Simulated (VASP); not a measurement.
A run of VASP 6.6.1:

File INCAR:

```
ALGO     = Normal         # electronic algorithm
EDIFF    = 1E-6           # SCF threshold, eV
ENCUT    = 600            # plane-wave cutoff, eV
GGA      = PE             # functional
GGA_COMPAT= F            
ISIF     = 2              # what is computed and relaxed
ISMEAR   = 0              # smearing method
ISPIN    = 2              # spin polarisation
LASPH    = T              # aspherical terms in the spheres
LCHARG   = T              # write CHGCAR
LDAU     = T              # DFT+U
LDAUJ    = 0 0          
LDAUL    = 3 -1           # shell
LDAUPRINT= 1            
LDAUTYPE = 2            
LDAUU    = 6 0            # U, eV
LELF     = T              # ELF
LMAXMIX  = 6              # l up to which the mixer works
LORBIT   = 11             # projections on sites
LREAL    = F              # projectors in reciprocal space
LVHAR    = T            
LWAVE    = F              # write WAVECAR
MAGMOM   = 7.33 -0.1      # initial moments
NBANDS   = 22             # bands
NELM     = 200            # most SCF steps
PREC     = Accurate       # precision mode
SIGMA    = 0.05           # smearing width, eV
```

Contents of KPOINTS:

```
k-points
0
Gamma
  10 10 10
```

Contents of POSCAR:

```
EuO
1.0
    0.0000000000      2.4421579970      2.4421579970
    2.4421579970      0.0000000000      2.4421579970
    2.4421579970      2.4421579970      0.0000000000
Eu O
1 1
Direct
    0.0000000000      0.0000000000      0.0000000000
    0.5000000000      0.5000000000      0.5000000000
```

Potentials or basis: VASP PAW PBE potentials, release 64 (Eu, O).

The run is started by

```sh
$ cat potpaw_PBE.64/Eu/POTCAR potpaw_PBE.64/O/POTCAR > POTCAR
$ mpirun -np 1 vasp_std > vasp.out
```

Hardware: 1 thread of Intel(R) Xeon(R) 6975P-C (Granite Rapids) (shared host).

Problem. Estimate the wall time of this run.

Solution. Wall time 62 s on 1 thread of Intel(R) Xeon(R) 6975P-C (Granite Rapids), on a shared host, peak memory 0.23 GiB. Counts: scf iterations 16, k points 47.
